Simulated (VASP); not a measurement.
Wanted: the native input for a VASP 6.6.1 run.

```
Task                   : single point
Functional             : r2SCAN
Potentials or basis    : VASP PAW PBE potentials, release 64 (Zr_sv)
Cutoff                 : 520 eV
k mesh                 : 11 × 11 × 6
Occupations            : gaussian, width 0.01 eV
Spin                   : no spin polarisation
Dipole correction      : no
Further INCAR settings : ALGO = Normal; EDIFF = 1e-07; NBANDS = 19
```

The system is Zr.

```
Zr
1.0
     3.24458    0.00000    0.00000
    -1.62229    2.80989    0.00000
     0.00000    0.00000    5.15736
Zr
2
Cartesian
  0.0000 1.8733 1.2893
  1.6223 0.9366 3.8680
```

The input as run:

POSCAR

```
Zr
1.0
    3.2445832200      0.0000000000      0.0000000000
   -1.6222916100      2.8098914932      0.0000000000
    0.0000000000      0.0000000000      5.1573641137
Zr
2
Direct
    0.3333333333      0.6666666667      0.2500000000
    0.6666666667      0.3333333333      0.7500000000
```

INCAR.step1

```
SYSTEM = Zr
PREC     = Accurate       ! precision mode
ENCUT    = 520            ! plane-wave cutoff, eV
ISMEAR   = 0              ! smearing method
SIGMA    = 0.01           ! smearing width, eV
LREAL    = .False.        ! projectors in reciprocal space
LASPH    = .True.         ! aspherical terms in the spheres
NELM     = 80             ! most SCF steps
NBANDS   = 19             ! bands
GGA      = PE             ! functional
ALGO     = Normal         ! electronic algorithm
EDIFF    = 1E-4           ! SCF threshold, eV
LWAVE    = .True.         ! write WAVECAR
LCHARG   = .False.        ! write CHGCAR
```

INCAR.step2

```
SYSTEM = Zr
PREC     = Accurate       ! precision mode
ENCUT    = 520            ! plane-wave cutoff, eV
EDIFF    = 1E-7           ! SCF threshold, eV
ISMEAR   = 0              ! smearing method
SIGMA    = 0.01           ! smearing width, eV
LREAL    = .False.        ! projectors in reciprocal space
LASPH    = .True.         ! aspherical terms in the spheres
NELM     = 80             ! most SCF steps
ALGO     = Normal         ! electronic algorithm
ISIF     = 2              ! what is computed and relaxed
LWAVE    = .False.        ! write WAVECAR
LCHARG   = .False.        ! write CHGCAR
METAGGA  = R2SCAN         ! meta-GGA
LMIXTAU  = .True.       
NBANDS   = 19             ! bands
ISTART   = 1
```

KPOINTS

```
Automatic mesh
0
Gamma
  11 11 6
  0 0 0
```

Potentials or basis: VASP PAW PBE potentials, release 64 (Zr_sv).

Launch:

```sh
$ cat potpaw_PBE.64/Zr_sv/POTCAR > POTCAR
$ cp INCAR.step1 INCAR
$ mpirun -np 1 vasp_std > vasp.out
$ cp INCAR.step2 INCAR
$ mpirun -np 1 vasp_std > vasp.out
```

Results of the run:

The pressure is -0.2 GPa and the band gap on the k mesh is zero (bands 12 and 13 overlap by 1.14 eV).

Caveat: the PAW data sets were made with another functional, which shifts forces and pressure a little.

Wall time 3.7 min on 1 thread of Intel Xeon 8259CL, on a shared host, peak memory 0.2 GiB.
